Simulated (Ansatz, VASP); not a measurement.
Al2O3: VASP beside Ansatz

INCAR

```
PREC = Accurate
ENCUT = 520
EDIFF = 1E-7
ISMEAR = 0
SIGMA = 0.02
LREAL = F
LASPH = T
NELM = 60
ALGO = Normal
ISIF = 2
LWAVE = F
LCHARG = F
GGA = PE
IVDW = 12
NBANDS = 35
```

Contents of KPOINTS:

```
Automatic mesh
0
Gamma
  9 9 2
```

Contents of POSCAR:

```
Al2O3
1.0
    2.8709369297      0.0000000000      0.0000000000
   -1.4354684649      2.4863043138      0.0000000000
    0.0000000000      0.0000000000     14.4983117575
Al O
4 6
Direct
    0.6666666667      0.3333333333      0.0943662781
    0.3333333333      0.6666666667      0.9056337219
    0.3333333333      0.6666666667      0.5943662781
    0.6666666667      0.3333333333      0.4056337219
    0.0000000000      0.0000000000      0.0000000000
    0.3333333333      0.6666666667      0.1415796647
    0.6666666667      0.3333333333      0.8584203353
    0.0000000000      0.0000000000      0.5000000000
    0.6666666667      0.3333333333      0.6415796647
    0.3333333333      0.6666666667      0.3584203353
```

Input for Ansatz:

```yaml
crystal:
  lattice:
    - [2.8709369297, 0.0, 0.0]
    - [-1.4354684649, 2.4863043138, 0.0]
    - [0.0, 0.0, 14.4983117575]
  atoms:
    - { symbol: Al, position: [0.6666666667, 0.3333333333, 0.0943662781] }
    - { symbol: Al, position: [0.3333333333, 0.6666666667, 0.9056337219] }
    - { symbol: Al, position: [0.3333333333, 0.6666666667, 0.5943662781] }
    - { symbol: Al, position: [0.6666666667, 0.3333333333, 0.4056337219] }
    - { symbol: O, position: [0.0, 0.0, 0.0] }
    - { symbol: O, position: [0.3333333333, 0.6666666667, 0.1415796647] }
    - { symbol: O, position: [0.6666666667, 0.3333333333, 0.8584203353] }
    - { symbol: O, position: [0.0, 0.0, 0.5] }
    - { symbol: O, position: [0.6666666667, 0.3333333333, 0.6415796647] }
    - { symbol: O, position: [0.3333333333, 0.6666666667, 0.3584203353] }
basis:
  ecutwfc: 420
kpoints:
  mp_grid: { grid: [9, 9, 2] }
  band_path:
    path:
      - [[0.0, 0.0, 0.0], [0.5, 0.0, 0.0], [0.33333333, 0.33333333, 0.0], [0.0, 0.0, 0.0], [0.0, 0.0, 0.5], [0.5, 0.0, 0.5], [0.33333333, 0.33333333, 0.5], [0.0, 0.0, 0.5]]
      - [[0.5, 0.0, 0.5], [0.5, 0.0, 0.0]]
      - [[0.33333333, 0.33333333, 0.5], [0.33333333, 0.33333333, 0.0]]
    npoints: 14
hamiltonian:
  xc: pbe
  dispersion: d3bj
scf:
  occupations: { method: gaussian, width: 0.02 }
  n_extra_bands: 25
output:
  forces: true
  stress: true
  eigenvalues: true
  populations: true
  dos: { projected: true, de: 0.02, nscf_kmesh: { grid: [14, 14, 3] } }
  bader: true
  write_density: true
  write_potential: true
  elf: true
  volumetric_format: npy
```

Alike in both runs: task single point; functional PBE; dispersion D3(BJ); k mesh 9 × 9 × 2; occupations gaussian, width 0.02 eV; no spin polarisation.

|  | VASP | Ansatz |
| --- | --- | --- |
| version | VASP 6.6.1 | Ansatz 0.2.0 |
| potentials or method | VASP PAW PBE potentials, release 64 (Al, O), cutoff 520 eV | scalar-relativistic, plane waves, PAW |
| valence electrons in the cell | 48 | 48 |

Ansatz gave:

| Quantity | Value |
| --- | --- |
| gap on the k mesh at the Fermi level (eV) | 4.77 |
| least direct gap on the mesh (eV) | 4.89 |
| pressure (GPa) | 0.0 |
| traceless stress, the component that is largest in VASP (GPa) | 0.00 |
| rms of the force components (eV/Å) | 0.000 |

Problem. What did VASP give for the same quantities?

Solution. gap on the k mesh at the Fermi level (eV): 4.75; least direct gap on the mesh (eV): 4.87; pressure (GPa): 0.1; traceless stress, the component that is largest in VASP (GPa): -0.26; rms of the force components (eV/Å): 0.018.

Atom by atom the forces differ by 0.018 eV/Å (rms over components).
